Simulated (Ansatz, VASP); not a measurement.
**Two plane-wave programs on Si4BW**

```
Si B W
1.0
    -3.23473    3.23473    2.09483
     3.23473   -3.23473    2.09483
     3.23473    3.23473   -2.09483
Si B W
4 1 1
Direct
  0.00000 0.31291 0.31291
  0.00000 0.68709 0.68709
  0.31291 0.00000 0.31291
  0.68709 0.00000 0.68709
  0.00000 0.00000 0.00000
  0.50000 0.50000 0.00000
```

Alike in both runs: functional PBE; k mesh 10 × 10 × 10; occupations gaussian, width 0.1 eV; no spin polarisation.

Ansatz relaxed the structure, and its values are those at the end. VASP's run is a single point on that final structure, the one shown.

```csv
,VASP,Ansatz
version,VASP 6.6.1,Ansatz 0.2.0
potentials or method,"VASP PAW PBE potentials, release 64 (Si, B, W_sv), cutoff 520 eV","scalar-relativistic, plane waves, PAW"
valence electrons in the cell,33,33
```

|  | VASP | Ansatz | Ansatz less VASP |
| --- | --- | --- | --- |
| gap on the k mesh at the Fermi level (eV) | none | none | - |
| pressure (GPa) | 0.0 | 0.0 | -0.01 |

A gap of «none» marks a metal or a gap that the smearing closes.

Spin-orbit coupling is off throughout.
